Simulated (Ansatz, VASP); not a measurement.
**Two plane-wave programs on NaH**

```
Na H
1.0
     0.00000    2.44000    2.44000
     2.44000    0.00000    2.44000
     2.44000    2.44000    0.00000
Na H
1 1
Direct
  0.00000 0.00000 0.00000
  0.50000 0.50000 0.50000
```

Alike in both runs: task single point; functional PBE; k mesh 8 × 8 × 8; no spin polarisation.

|  | VASP | Ansatz |
| --- | --- | --- |
| version | VASP 6.6.1 | Ansatz 0.2.0 |
| potentials or method | VASP PAW PBE potentials, release 64 (Na_pv, H), cutoff 520 eV | plane waves, PAW |
| occupations | gaussian, width 0.01 eV | fixed |
| valence electrons in the cell | 8 | 10 |

```csv
,VASP,Ansatz,Ansatz less VASP
pressure (GPa),-0.7,-0.7,+0.03
```

VASP's potentials hold 8 valence electrons a cell and Ansatz's 10, so a difference there can come from the potentials and not from the codes.
